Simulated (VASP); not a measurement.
# Si2Mo (d3) (I4/mmm) in VASP: notebook

Si2Mo (d3) is run at these levels: PBE+D3(BJ); tasks: single point, relaxation of cell and atoms.

Everything below comes from runs of VASP 6.6.1. Logs are shortened: lines on timing, memory, paths and dates and some standing lists are left out, and cuts for length are marked.

### Step 1. The cell of the first run

The structure is tetragonal, space group I4/mmm (No. 139). The conventional cell has a = 3.179 Å, b = 3.179 Å, c = 7.796 Å, α = 90.00°, β = 90.00°, γ = 90.00°. Within 3.4 Å of Si (site symmetry 4mm) lie 9 Si at 2.58 to 3.18 Å and 5 Mo at 2.59 to 2.61 Å. Mo (site symmetry 4/mmm) has 10 Si at 2.59 to 2.61 Å and 4 Mo at 3.18 Å within 3.4 Å.

### Step 2. Single point, PBE+D3(BJ)

INCAR

```
SYSTEM = Si2Mo
PREC     = Accurate       ! precision mode
ENCUT    = 520            ! plane-wave cutoff, eV
EDIFF    = 1E-6           ! SCF threshold, eV
ISMEAR   = 0              ! smearing method
SIGMA    = 0.1            ! smearing width, eV
LREAL    = .FALSE.        ! projectors in reciprocal space
LASPH    = .TRUE.         ! aspherical terms in the spheres
NELM     = 100            ! most SCF steps
ALGO     = Normal         ! electronic algorithm
ISIF     = 2              ! what is computed and relaxed
LWAVE    = .FALSE.        ! write WAVECAR
LCHARG   = .TRUE.         ! write CHGCAR
GGA      = PE             ! functional
IVDW     = 12             ! dispersion correction
LELF     = .TRUE.         ! ELF
LVHAR    = .TRUE.       
NBANDS   = 18             ! bands
```

KPOINTS

```
regular mesh
0
G
  18 18 18
  0 0 0
```

POSCAR

```
Si2Mo
1.0
   -1.5892581951      1.5892581951      3.8980032708
    1.5892581951     -1.5892581951      3.8980032708
    1.5892581951      1.5892581951     -3.8980032708
Si Mo
2 1
Direct
    0.3346048089      0.3346048089      0.0000000000
    0.6653951911      0.6653951911      0.0000000000
    0.0000000000      0.0000000000      0.0000000000
```

Potentials or basis: VASP PAW PBE potentials, release 64 (Si, Mo_sv).

Launch:

```console
$ cat potpaw_PBE.64/Si/POTCAR potpaw_PBE.64/Mo_sv/POTCAR > POTCAR
$ mpirun -np 1 vasp_std > vasp.out
```

OUTCAR:

```text
SYSTEM = Si2Mo
   PREC = Accurate
   ENCUT = 520
   EDIFF = 1E-6
   ISMEAR = 0
   LREAL = .FALSE.
   LASPH = .TRUE.
   NELM = 100
   ISIF = 2
   GGA = PE
   IVDW = 12
 IVDW          = 12

 ion  position               nearest neighbor table
   1  0.335  0.335  0.000-   2 2.58   3 2.59   3 2.59   3 2.59   3 2.59   2 2.61   2 2.61   2 2.61
                             2 2.61   3 2.61
   2  0.665  0.665  0.000-   1 2.58   3 2.59   3 2.59   3 2.59   3 2.59   1 2.61   1 2.61   1 2.61
                             1 2.61   3 2.61
   3  0.000  0.000  0.000-   2 2.59   1 2.59   2 2.59   1 2.59   2 2.59   1 2.59   1 2.59   2 2.59
                             1 2.61   2 2.61

  LATTYP: Found a body centered tetragonal cell.
 ALAT       =     3.1785163902
 C/A-ratio  =     2.4527186852

  Lattice vectors:

 A1 = (  -1.5892581951,   1.5892581951,   3.8980032708)
 A2 = (   1.5892581951,  -1.5892581951,   3.8980032708)
 A3 = (   1.5892581951,   1.5892581951,  -3.8980032708)

Analysis of symmetry for initial positions (statically):
=====================================================================
 Subroutine PRICEL returns:
 Original cell was already a primitive cell.

 Routine SETGRP: Setting up the symmetry group for a
 body centered tetragonal supercell.

 Subroutine GETGRP returns: Found 16 space group operations
 (whereof 16 operations were pure point group operations)
 out of a pool of 16 trial point group operations.

The static configuration has the point symmetry D_4h.

Analysis of symmetry for dynamics (positions and initial velocities):
=====================================================================
 Subroutine PRICEL returns:
 Original cell was already a primitive cell.

 Routine SETGRP: Setting up the symmetry group for a
 body centered tetragonal supercell.

 Subroutine GETGRP returns: Found 16 space group operations
 (whereof 16 operations were pure point group operations)
 out of a pool of 16 trial point group operations.

The dynamic configuration has the point symmetry D_4h.

 Subroutine INISYM returns: Found 16 space group operations
 (whereof 16 operations are pure point group operations),
 and found     1 'primitive' translations

----------------------------------------------------------------------------------------

                                     Primitive cell

  volume of cell :      39.3814

  direct lattice vectors                    reciprocal lattice vectors
    -1.589258195  1.589258195  3.898003271     0.000000000  0.314612189  0.128270801
     1.589258195 -1.589258195  3.898003271     0.314612189  0.000000000  0.128270801
     1.589258195  1.589258195 -3.898003271     0.314612189  0.314612189  0.000000000

[... 90 lines left out ...]
   NFREE  =      0    steps in history (QN), initial steepest desc. (CG)
   ISIF   =      2    stress and relaxation
   ISYM   =      2    0-nonsym 1-usesym 2-fastsym
   POTIM  = 0.5000    time-step for ionic-motion
   TEBEG  =    0.0;   TEEND  =   0.0 temperature during run
   PSTRESS=    0.0 pullay stress
   NELECT =      22.0000    total number of electrons
   NUPDOWN=      -1.0000    fix difference up-down
   EMIN   =  10.00;   EMAX   =-10.00  energy-range for DOS
   EFERMI =   0.00;   METHOD = LEGACY
   ISMEAR =     0;   SIGMA  =   0.10  broadening in eV -4-tet -1-fermi 0-gaus
   EFERMI_NEDOS =   21; number of points for ismear=-14 and -15
   IALGO  =     38    algorithm
   IMIX   =      4    mixing-type and parameters
     AMIX     =   0.40;   BMIX     =  1.00
     AMIX_MAG =   1.60;   BMIX_MAG =  1.00
  volume/ion in A,a.u.               =      13.13        88.59
  Fermi-wavevector in a.u.,A,eV,Ry     =   1.348296  2.547911 24.734072  1.817903
  Thomas-Fermi vector in A             =   2.475977
   LORBIT       =      0    0 simple, 1 ext, 2 COOP (PROOUT), +10 PAW based schemes
   GGA     = PE    functional components
   LHFCALC =     F    Hartree Fock is set to
   AEXX    =    0.0000 exact exchange contribution
   IVDW    =    12    specifies the selected vdW correction
   LEPSILON=     F    determine dielectric tensor
   LRPA    =     F    only Hartree local field effects (RPA)
 non-spin polarized calculation
 Gauss-broadening in eV      SIGMA  =   0.10
  energy-cutoff  :      520.00
  volume of cell :       39.38
 maximum number of plane-waves:      1079
 NGX is ok and might be reduce to    36
   NGX = 17   NGY = 17   NGZ = 17

 number of electron      22.0000000 magnetization

 Free energy of the ion-electron system (eV)
  ---------------------------------------------------
  ext. energy  EPLUGINS =         0.00000000
  ---------------------------------------------------
  free energy    TOTEN  =       -23.23004834 eV

  energy without entropy =      -23.22890168  energy(sigma->0) =      -23.22947501

 E-fermi :  12.5874     XC(G=0): -12.5305

 val. band max:       12.5151991231   @ k =  -0.3889  -0.4444   0.3889
 cond. band min:      12.5923090763   @ k =  -0.3333  -0.3333   0.2778
 fundamental gap:      0.0771099531
 Fermi energy:        12.5874023874

 k-point     1 :       0.0000    0.0000    0.0000
  band No.  band energies     occupation
      1     -48.1088      2.00000
      2     -22.2777      2.00000
      3     -22.1859      2.00000
      4     -22.1859      2.00000
      5      -1.0100      2.00000
      6       6.0717      2.00000
[... 481 lines left out ...]
      5      -0.1274      2.00000
      6       6.1603      2.00000
[... 10 lines left out ...]
     17      18.9746      0.00000
     18      21.1006      0.00000

 [... further k-points ...]

------------------------ aborting loop because EDIFF is reached ----------------------------------------

 Edisp (eV)   -1.76800

 E8    (eV) :    -0.7689

  FORCE on cell =-STRESS in cart. coord.  units (eV):
  Direction    XX          YY          ZZ          XY          YZ          ZX
  --------------------------------------------------------------------------------------
  -------------------------------------------------------------------------------------
  Total       0.04754     0.04754     0.03971     0.00000     0.00000     0.00000
  in kB       1.93392     1.93392     1.61539     0.00000     0.00000     0.00000
  external pressure =        1.83 kB  Pullay stress =        0.00 kB

 VOLUME and BASIS-vectors are now :
 -----------------------------------------------------------------------------
  energy-cutoff  :      520.00
  volume of cell :       39.38
      direct lattice vectors                 reciprocal lattice vectors
    -1.589258195  1.589258195  3.898003271     0.000000000  0.314612189  0.128270801
     1.589258195 -1.589258195  3.898003271     0.314612189  0.000000000  0.128270801
     1.589258195  1.589258195 -3.898003271     0.314612189  0.314612189  0.000000000

 POSITION                                       TOTAL-FORCE (eV/Angst)
 -----------------------------------------------------------------------------------
      0.00000      0.00000      2.60858        -0.000000     -0.000000     -0.004166
      0.00000      0.00000      5.18743         0.000000      0.000000      0.004166
      0.00000      0.00000      0.00000        -0.000000     -0.000000      0.000000
 -----------------------------------------------------------------------------------
    total drift:                               -0.000000      0.000000      0.000000

  FREE ENERGIE OF THE ION-ELECTRON SYSTEM (eV)
  ---------------------------------------------------
  free  energy   TOTEN  =       -24.9980460320 eV

  energy  without entropy=      -24.9968993729  energy(sigma->0) =      -24.99747270
```

stdout:

```text
POSCAR found type information on POSCAR SiMo
 POSCAR found :  2 types and       3 ions
 scaLAPACK will be used
 LDA part: xc-table for (Slater+PW92), standard interpolation
 POSCAR, INCAR and KPOINTS ok, starting setup
 FFT: planning ... GRIDC
 FFT: planning ... GRID_SOFT
 FFT: planning ... GRID
 WAVECAR not read
 entering main loop
```

Run time: 6.7 min. Hardware: 1 thread of Intel Xeon Platinum 8259CL at 2.50GHz (Skylake/Cascade Lake), shared host; peak memory 0.46 GiB.

What came out:

- Free energy: -24.9980 eV
- Pressure: 0.2 GPa
- Largest force: 0.004 eV/Å
- Band gap on the k mesh: zero (band 11 reaches 13.08 eV, above the bottom of band 12 at 12.10 eV)
- Dispersion energy per atom: -0.589 eV

Forces on the atoms (eV/Å):
```
Si   0.000  0.000 -0.004
Si   0.000  0.000  0.004
Mo   0.000  0.000  0.000
```

Caveat: pairwise dispersion overbinds metals, which lowers pressure and volume.

### Step 3. Relaxation of cell and atoms, PBE+D3(BJ)

This run uses another cell than the first one, of 13.42 Å³/atom, 1.022 times its volume.

INCAR

```
SYSTEM = Si2Mo
  ALGO = Normal
  EDIFF = 1E-7
  EDIFFG = -0.002
  ENCUT = 600
  GGA = PE
  IBRION = 2
  ISIF = 3
  ISMEAR = 0
  IVDW = 12
  LASPH = .TRUE.
  LCHARG = .FALSE.
  LREAL = .FALSE.
  LWAVE = .FALSE.
  NELM = 100
  NSW = 100
  PREC = Accurate
  SIGMA = 0.1
```

KPOINTS

```
k-points
0
G
  18 18 18
  0 0 0
```

POSCAR

```
Si2Mo
1.0
   -1.6000000000      1.6000000000      3.9305000000
    1.6000000000     -1.6000000000      3.9305000000
    1.6000000000      1.6000000000     -3.9305000000
Si Mo
2 1
Direct
    0.3330000000      0.3330000000      0.0000000000
    0.6670000000      0.6670000000      0.0000000000
    0.0000000000      0.0000000000      0.0000000000
```

Potentials or basis: VASP PAW PBE potentials, release 64 (Si, Mo_sv).

Launch:

```console
$ cat potpaw_PBE.64/Si/POTCAR potpaw_PBE.64/Mo_sv/POTCAR > POTCAR
$ mpirun -np 1 vasp_std > vasp.out
```

Run time: 32 min. Hardware: 1 thread of Intel Xeon Platinum 8259CL at 2.50GHz (Skylake/Cascade Lake), shared host; peak memory 0.52 GiB.

It converged, with:

| Quantity | Value |
| --- | --- |
| Free energy | -24.9986 eV |
| Relaxed volume | 13.14 Å³/atom |
| Relaxed cell | a = 4.500 Å, b = 4.500 Å, c = 4.500 Å, α = 138.63°, β = 138.63°, γ = 59.94° |
| Space group after relaxing (to 0.05 Å) | I4/mmm (No. 139) |
| Energy gained by relaxing | 5.5 meV/atom |
| Ionic steps | 11 |
| Pressure after relaxing | 0.0 GPa |
| Band gap on the k mesh | zero (band 11 reaches 13.07 eV, above the bottom of band 12 at 12.09 eV) |
| Dispersion energy per atom | -0.589 eV |

Step by step:
| step | energy change (eV) | largest force (eV/Å) | pressure (GPa) | volume (Å³) |
| --- | --- | --- | --- | --- |
| 1 | 0.0000 | 0.2820 | -4.76 | 40.25 |
| 2 | 0.0242 | 0.1136 | 9.19 | 37.97 |
| 3 | -0.0155 | 0.1448 | 0.21 | 39.35 |
| 4 | -0.0155 | 0.1419 | 0.31 | 39.33 |
| 5 | -0.0166 | 0.0131 | 0.12 | 39.38 |
| 6 | -0.0166 | 0.0016 | 0.10 | 39.39 |
| 7 | -0.0166 | 0.0034 | -0.13 | 39.43 |
| 8 | -0.0166 | 0.0005 | 0.00 | 39.41 |
| 9 | -0.0166 | 0.0007 | -0.01 | 39.41 |
| 10 | -0.0166 | 0.0007 | -0.01 | 39.41 |
| 11 | -0.0166 | 0.0003 | 0.00 | 39.41 |

Final structure:
```
Si Mo
1.0
    -1.58971    1.58971    3.89832
     1.58971   -1.58971    3.89832
     1.58971    1.58971   -3.89832
Si Mo
2 1
Direct
  0.33459 0.33459 0.00000
  0.66541 0.66541 0.00000
  0.00000 0.00000 0.00000
```

Levels at points of the mesh, in eV from the Fermi level:
```tsv
k point	band 7	band 8	band 9	band 10	band 11	band 12	band 13	band 14	band 15
(0.00, 0.00, 0.00)	-3.40	-3.14	-2.68	-2.68	0.39	3.10	3.27	3.61	3.61
(0.50, 0.00, 0.00)	-5.03	-4.55	-2.65	-2.62	-0.53	2.34	3.12	4.22	4.26
(0.50, 0.50, 0.00)	-5.75	-5.21	-4.53	-3.14	-1.19	2.39	2.82	3.19	3.38
(0.50, 0.50, 0.50)	-3.64	-2.27	-0.60	-0.60	-0.48	-0.48	0.53	4.79	5.38
```

Caveat: pairwise dispersion overbinds metals, which lowers pressure and volume.

### Step 4. Single point, PBE+D3(BJ)

This run uses another cell than the first one, of 13.42 Å³/atom, 1.022 times its volume.

INCAR

```
SYSTEM = Si2Mo
PREC = Accurate
ENCUT = 520
EDIFF = 1E-7
ISMEAR = 0
SIGMA = 0.1
LREAL = .FALSE.
LASPH = .TRUE.
NELM = 100
ALGO = Normal
ISIF = 2
LWAVE = .FALSE.
LCHARG = .FALSE.
GGA = PE
IVDW = 12
NBANDS = 18
```

KPOINTS

```
Automatic mesh
0
G
  8 8 8
  0 0 0
```

POSCAR is that of step 3.

Launch:

```console
$ cat potpaw_PBE.64/Si/POTCAR potpaw_PBE.64/Mo_sv/POTCAR > POTCAR
$ mpirun -np 1 vasp_std > vasp.out
```

Wall time 55 s (1 thread of Intel Xeon Platinum 8259CL at 2.50GHz (Skylake/Cascade Lake), shared host); peak memory 0.22 GiB.

Results (log left out):

| Property | Result |
| --- | --- |
| Free energy | -24.9835 eV |
| Pressure | -4.7 GPa |
| Largest force | 0.316 eV/Å |
| Band gap on the k mesh | zero (band 11 reaches 12.78 eV, above the bottom of band 12 at 11.74 eV) |
| Dispersion energy per atom | -0.576 eV |

Forces on the atoms (eV/Å):
```
Si   0.000  0.000  0.316
Si   0.000  0.000 -0.316
Mo   0.000  0.000  0.000
```

Stress tensor (GPa, compression positive):
```
-4.19  0.00  0.00
 0.00 -4.19  0.00
 0.00  0.00 -5.85
```

Levels at points of the mesh, in eV from the Fermi level:
```csv
k point,band 7,band 8,band 9,band 10,band 11,band 12,band 13,band 14,band 15,band 16
"(0.00, 0.00, 0.00)",-3.38,-2.93,-2.58,-2.58,0.50,3.15,3.19,3.72,3.72,4.15
"(0.50, 0.00, 0.00)",-4.82,-4.39,-2.53,-2.42,-0.43,2.35,3.10,4.12,4.34,5.56
"(0.50, 0.50, 0.00)",-5.62,-5.20,-4.41,-2.98,-1.05,2.41,2.80,3.09,3.33,4.90
"(0.50, 0.50, 0.50)",-3.41,-2.20,-0.50,-0.50,-0.45,-0.45,0.64,4.70,5.24,5.98
```

Caveat: pairwise dispersion overbinds metals, which lowers pressure and volume.

### Step 5. Summary

```tsv
task	cell	k mesh	cutoff (eV)	gap on the mesh (eV)	pressure (GPa)
single point	a = 4.500 Å, angles 138.6, 138.6, 59.9°, 3 atoms	18 × 18 × 18	520	none	0.2
relaxation of cell and atoms	relaxed from a = 4.535 Å, angles 138.7, 138.7, 59.9°, 3 atoms	18 × 18 × 18	600	none	0.0
single point	a = 4.535 Å, angles 138.7, 138.7, 59.9°, 3 atoms	8 × 8 × 8	520	none	-4.7
```

Alike in all rows: level PBE+D3(BJ); potentials or basis VASP PAW PBE potentials, release 64 (Si, Mo_sv); no spin polarisation; smearing gaussian 0.1 eV.

Caveats: pairwise dispersion overbinds metals, which lowers pressure and volume.

Absolute energies hang on the potentials; compare differences alone.
